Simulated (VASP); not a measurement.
# LiAl2B2 (P3m1) in VASP: a series of runs

Aim: see how the results for LiAl2B2 move with the level of theory and the settings. Levels: PBE, PBEsol, r2SCAN. Tasks: single point, relaxation of cell and atoms.

Program: VASP 6.6.1. These are calculated values, not measurements. Logs are shortened: lines on timing, memory, paths and dates and some standing lists are left out, and cuts for length are marked.

### 1 The cell of the first run

Symmetry: P3m1, No. 156, trigonal system. Conventional cell: a = 2.492 Å, b = 2.492 Å, c = 8.359 Å, α = 90.00°, β = 90.00°, γ = 120.00°. Li (site symmetry 3m) has 3 B at 2.18 Å and 6 Li at 2.49 Å and 3 Al at 2.55 Å within 2.9 Å. Within 2.6 Å of Al (site symmetry 3m) lie 3 B at 1.99 Å and 9 Al at 2.36 to 2.49 Å. Within 3.1 Å of Al (site symmetry 3m) lie 9 Al at 2.36 to 2.49 Å and 3 Li at 2.55 Å. B (site symmetry 3m) has 9 B at 1.99 to 2.49 Å and 3 Li at 2.18 Å within 2.6 Å. Within 2.6 Å of B (site symmetry 3m) lie 9 B at 1.99 to 2.49 Å and 3 Al at 1.99 Å.

### 2 Single point, PBE

INCAR

```
PREC = Accurate ; ENCUT = 520
EDIFF = 1E-6 ; ISMEAR = 0
SIGMA = 0.1 ; LREAL = F
LASPH = T ; NELM = 80
ALGO = Normal ; ISIF = 2
LWAVE = F ; LCHARG = F
GGA = PE ; NBANDS = 16
```

KPOINTS

```
Automatic mesh
0
Gamma
  6 6 2
```

POSCAR

```
LiAl2B2
1.0
    2.4921876900      0.0000000000      0.0000000000
   -1.2460938500      2.1582978500      0.0000000000
    0.0000000000      0.0000000000      8.3589332800
Li Al B
1 2 2
Direct
    0.0000000000      0.0000000000      0.0000000000
    0.0000000000      0.0000000000      0.5242700400
    0.3333333300      0.6666666700      0.7484480600
    0.3333333300      0.6666666700      0.1954892000
    0.6666666700      0.3333333300      0.3594698400
```

Potentials or basis: VASP PAW PBE potentials, release 64 (Li_sv, Al, B).

On the command line:

```bash
$ cat potpaw_PBE.64/Li_sv/POTCAR potpaw_PBE.64/Al/POTCAR potpaw_PBE.64/B/POTCAR > POTCAR
$ mpirun -np 1 vasp_std > vasp.out
```

OUTCAR:

```text
PREC = Accurate
   ENCUT = 520
   EDIFF = 1E-6
   ISMEAR = 0
   LREAL = F
   LASPH = T
   NELM = 80
   ISIF = 2
   GGA = PE

 ion  position               nearest neighbor table
   1  0.000  0.000  0.000-   4 2.18   4 2.18   4 2.18   3 2.55   3 2.55   3 2.55
   2  0.000  0.000  0.524-   5 1.99   5 1.99   5 1.99   3 2.36   3 2.36   3 2.36
   3  0.333  0.667  0.748-   2 2.36   2 2.36   2 2.36   1 2.55   1 2.55   1 2.55
   4  0.333  0.667  0.195-   5 1.99   5 1.99   5 1.99   1 2.18   1 2.18   1 2.18
   5  0.667  0.333  0.359-   4 1.99   4 1.99   4 1.99   2 1.99   2 1.99   2 1.99

  LATTYP: Found a hexagonal cell.
 ALAT       =     2.4921876900
 C/A-ratio  =     3.3540544773

  Lattice vectors:

 A1 = (   2.4921876900,   0.0000000000,   0.0000000000)
 A2 = (  -1.2460938500,   2.1582978500,   0.0000000000)
 A3 = (   0.0000000000,   0.0000000000,   8.3589332800)

Analysis of symmetry for initial positions (statically):
=====================================================================
 Subroutine PRICEL returns:
 Original cell was already a primitive cell.

 Routine SETGRP: Setting up the symmetry group for a
 hexagonal supercell.

 Subroutine GETGRP returns: Found  6 space group operations
 (whereof  6 operations were pure point group operations)
 out of a pool of 24 trial point group operations.

The static configuration has the point symmetry C_3v.

Analysis of symmetry for dynamics (positions and initial velocities):
=====================================================================
 Subroutine PRICEL returns:
 Original cell was already a primitive cell.

 Routine SETGRP: Setting up the symmetry group for a
 hexagonal supercell.

 Subroutine GETGRP returns: Found  6 space group operations
 (whereof  6 operations were pure point group operations)
 out of a pool of 24 trial point group operations.

The dynamic configuration has the point symmetry C_3v.

 Subroutine INISYM returns: Found  6 space group operations
 (whereof  6 operations are pure point group operations),
 and found     1 'primitive' translations

----------------------------------------------------------------------------------------

                                     Primitive cell

  volume of cell :      44.9617

  direct lattice vectors                    reciprocal lattice vectors
     2.492187690  0.000000000  0.000000000     0.401253888  0.231664041  0.000000000
    -1.246093850  2.158297850  0.000000000     0.000000000  0.463328081  0.000000000
     0.000000000  0.000000000  8.358933280     0.000000000  0.000000000  0.119632490

  length of vectors
     2.492187690  2.492187692  8.358933280     0.463328081  0.463328081  0.119632490

  position of ions in fractional coordinates (direct lattice)
     0.000000000  0.000000000  0.000000000
     0.000000000  0.000000000  0.524270040
     0.333333330  0.666666670  0.748448060
     0.333333330  0.666666670  0.195489200
     0.666666670  0.333333330  0.359469840

  ion indices of the primitive-cell ions
   primitive index   ion index
                 1           1
                 2           2
                 3           3
                 4           4
                 5           5

----------------------------------------------------------------------------------------

 KPOINTS: Automatic mesh

Automatic generation of k-mesh.
 Grid dimensions read from file:
 generate k-points for:    6    6    2

 Generating k-lattice:

  Cartesian coordinates                     Fractional coordinates (reciprocal lattice)
     0.066875648  0.038610674  0.000000000     0.166666667  0.000000000  0.000000000
     0.000000000  0.077221347  0.000000000     0.000000000  0.166666667  0.000000000
     0.000000000  0.000000000  0.059816245     0.000000000  0.000000000  0.500000000

  Length of vectors
     0.077221347  0.077221347  0.059816245

  Shift w.r.t. Gamma in fractional coordinates (k-lattice)
     0.000000000  0.000000000  0.000000000

 Subroutine IBZKPT returns following result:
 ===========================================

 Found     14 irreducible k-points:

 Following reciprocal coordinates:
            Coordinates               Weight
  0.000000  0.000000  0.000000      1.000000
  0.166667  0.000000  0.000000      6.000000
  0.333333  0.000000  0.000000      6.000000
  0.500000  0.000000  0.000000      3.000000
  0.166667  0.166667  0.000000      6.000000
  0.333333  0.166667  0.000000     12.000000
  0.333333  0.333333  0.000000      2.000000
  0.000000  0.000000  0.500000      1.000000
  0.166667  0.000000  0.500000      6.000000
  0.333333  0.000000  0.500000      6.000000
  0.500000  0.000000  0.500000      3.000000
  0.166667  0.166667  0.500000      6.000000
  0.333333  0.166667  0.500000     12.000000
  0.333333  0.333333  0.500000      2.000000
   k-points           NKPTS =     14   k-points in BZ     NKDIM =     14   number of bands    NBANDS=     16
   number of dos      NEDOS =    301   number of ions     NIONS =      5
   total plane-waves  NPLWV =  25600
   dimension x,y,z NGX =    20 NGY =   20 NGZ =   64
   dimension x,y,z NGXF=    40 NGYF=   40 NGZF=  128
   ions per type =               1   2   2
   NGX,Y,Z   is equivalent  to a cutoff of  13.34, 13.34, 12.73 a.u.
   NGXF,Y,Z  is equivalent  to a cutoff of  26.68, 26.68, 25.46 a.u.
 SYSTEM =  unknown system
   PREC   = accura    normal or accurate (medium, high low for compatibility)
   ISTART =      0    job   : 0-new  1-cont  2-samecut
   ICHARG =      2    charge: 1-file 2-atom 10-const
   ISPIN  =      1    spin polarized calculation?
   LNONCOLLINEAR =      F non collinear calculations
   LSORBIT =      F    spin-orbit coupling
   LASPH  =      T    aspherical Exc in radial PAW
   ENCUT  =  520.0 eV  38.22 Ry    6.18 a.u.   4.63  4.63 15.54*2*pi/ulx,y,z
   NELM   =     80;   NELMIN=  2; NELMDL= -5     # of ELM steps
   EDIFF  = 0.1E-05   stopping-criterion for ELM
   LREAL  =      F    real-space projection
   EDIFFG = 0.1E-04   stopping-criterion for IOM
   NSW    =      0    number of steps for IOM
   IBRION =     -1    ionic relax: 0-MD 1-quasi-New 2-CG
   NFREE  =      0    steps in history (QN), initial steepest desc. (CG)
   ISIF   =      2    stress and relaxation
   ISYM   =      2    0-nonsym 1-usesym 2-fastsym
   POTIM  = 0.5000    time-step for ionic-motion
   TEBEG  =    0.0;   TEEND  =   0.0 temperature during run
   PSTRESS=    0.0 pullay stress
   NELECT =      15.0000    total number of electrons
   NUPDOWN=      -1.0000    fix difference up-down
   EMIN   =  10.00;   EMAX   =-10.00  energy-range for DOS
   EFERMI =   0.00;   METHOD = LEGACY
   ISMEAR =     0;   SIGMA  =   0.10  broadening in eV -4-tet -1-fermi 0-gaus
   EFERMI_NEDOS =   21; number of points for ismear=-14 and -15
   IALGO  =     38    algorithm
   IMIX   =      4    mixing-type and parameters
     AMIX     =   0.40;   BMIX     =  1.00
     AMIX_MAG =   1.60;   BMIX_MAG =  1.00
  volume/ion in A,a.u.               =       8.99        60.68
  Fermi-wavevector in a.u.,A,eV,Ry     =   1.135423  2.145638 17.540424  1.289185
  Thomas-Fermi vector in A             =   2.272127
   LORBIT       =      0    0 simple, 1 ext, 2 COOP (PROOUT), +10 PAW based schemes
   GGA     = PE    functional components
   LHFCALC =     F    Hartree Fock is set to
   AEXX    =    0.0000 exact exchange contribution
   IVDW    =     0    specifies the selected vdW correction
   LEPSILON=     F    determine dielectric tensor
   LRPA    =     F    only Hartree local field effects (RPA)
 non-spin polarized calculation
 Gauss-broadening in eV      SIGMA  =   0.10
  energy-cutoff  :      520.00
  volume of cell :       44.96
 maximum number of plane-waves:      1226
 NGX is ok and might be reduce to    20
   NGX =  9   NGY =  9   NGZ = 31

 number of electron      15.0000001 magnetization

 Free energy of the ion-electron system (eV)
  ---------------------------------------------------
  ext. energy  EPLUGINS =         0.00000000
  ---------------------------------------------------
  free energy    TOTEN  =       -16.97364892 eV

  energy without entropy =      -16.95912711  energy(sigma->0) =      -16.96638801

 E-fermi :   9.1453     XC(G=0): -11.3867

 val. band max:        9.1420034455   @ k =   0.3333   0.1667   0.5000
 cond. band min:       9.1521171667   @ k =   0.1667   0.1667   0.5000
 fundamental gap:      0.0101137212
 Fermi energy:         9.1453130422

 k-point     1 :       0.0000    0.0000    0.0000
  band No.  band energies     occupation
      1     -36.0691      2.00000
      2      -5.9202      2.00000
      3      -3.5151      2.00000
      4      -0.7855      2.00000
      5       3.1974      2.00000
      6       5.0621      2.00000
[... 8 lines left out ...]
     15      23.5737      0.00000
     16      23.6112      0.00000

 k-point     2 :       0.1667    0.0000    0.0000
  band No.  band energies     occupation
      1     -36.0404      2.00000
      2      -5.1347      2.00000
      3      -2.7076      2.00000
      4      -0.0371      2.00000
      5       3.9579      2.00000
      6       5.6367      2.00000
[... 8 lines left out ...]
     15      20.6534      0.00000
     16      21.9228      0.00000

 k-point     3 :       0.3333    0.0000    0.0000
  band No.  band energies     occupation
      1     -35.9827      2.00000
      2      -2.8236      2.00000
      3      -0.3212      2.00000
      4       2.1264      2.00000
      5       5.6195      2.00000
      6       6.3991      2.00000
[... 8 lines left out ...]
     15      18.6758      0.00000
     16      18.7853      0.00000
[... 172 lines left out ...]
 k-point    13 :       0.3333    0.1667    0.5000
  band No.  band energies     occupation
      1     -35.9539      2.00000
      2      -0.5714      2.00000
      3       1.8956      2.00000
      4       3.7488      2.00000
      5       4.4504      2.00000
      6       6.7347      2.00000
[... 8 lines left out ...]
     15      16.2567      0.00000
     16      18.2659      0.00000

 k-point    14 :       0.3333    0.3333    0.5000
  band No.  band energies     occupation
      1     -35.9394      2.00000
      2       2.7280      2.00000
      3       2.7925      2.00000
      4       3.7215      2.00000
      5       4.8277      2.00000
      6       5.8688      2.00000
[... 8 lines left out ...]
     15      15.6590      0.00000
     16      17.8865      0.00000

------------------------ aborting loop because EDIFF is reached ----------------------------------------

  FORCE on cell =-STRESS in cart. coord.  units (eV):
  Direction    XX          YY          ZZ          XY          YZ          ZX
  --------------------------------------------------------------------------------------
  -------------------------------------------------------------------------------------
  Total       14.8733349     14.8733349     14.7122807     -0.0000000      0.0000000      0.0000000
  in kB      530.0001051    530.0001048    524.2610590     -0.0000012      0.0000000      0.0000000
  external PRESSURE =     528.0870897 kB  Pullay stress =       0.0000000 kB

 VOLUME and BASIS-vectors are now :
 -----------------------------------------------------------------------------
  energy-cutoff  :      520.00
  volume of cell :       44.96
      direct lattice vectors                 reciprocal lattice vectors
     2.492187690  0.000000000  0.000000000     0.401253888  0.231664041  0.000000000
    -1.246093850  2.158297850  0.000000000     0.000000000  0.463328081  0.000000000
     0.000000000  0.000000000  8.358933280     0.000000000  0.000000000  0.119632490

 POSITION                                       TOTAL-FORCE (eV/Angst)
 -----------------------------------------------------------------------------------
      0.00000      0.00000      0.00000         0.000000     -0.000000      0.153334
      0.00000      0.00000      4.38234         0.000000      0.000000     -0.444719
     -0.00000      1.43887      6.25623         0.000000      0.000000      3.942919
     -0.00000      1.43887      1.63408        -0.000000      0.000000      2.665984
      1.24609      0.71943      3.00478        -0.000000      0.000000     -6.317518
 -----------------------------------------------------------------------------------
    total drift:                               -0.000001      0.000001      0.000574

  FREE ENERGIE OF THE ION-ELECTRON SYSTEM (eV)
  ---------------------------------------------------
  free  energy   TOTEN  =       -16.9736489179 eV

  energy  without entropy=      -16.9591271094  energy(sigma->0) =      -16.96638801
```

It took 29 s on 1 thread of AMD EPYC 7R13, shared host; peak memory 0.13 GiB.

What came out:

```yaml
Free_energy: -16.9736 eV
Largest_force: 6.318 eV/Å
```

Forces on the atoms (eV/Å):
```
Li   0.000  0.000  0.153
Al   0.000  0.000 -0.445
Al   0.000  0.000  3.943
B    0.000  0.000  2.666
B    0.000  0.000 -6.318
```

Caveat: the k points lie up to 0.49 Å⁻¹ apart; the cutoff is under 1.25 times the usual one of these potentials, so pressure, stress and relaxed cells hold a basis-set (Pulay) error; forces of over 1 eV/Å act on the atoms, so gaps and moduli don't describe the material at rest.

(Part 1 of 3 ends here.)
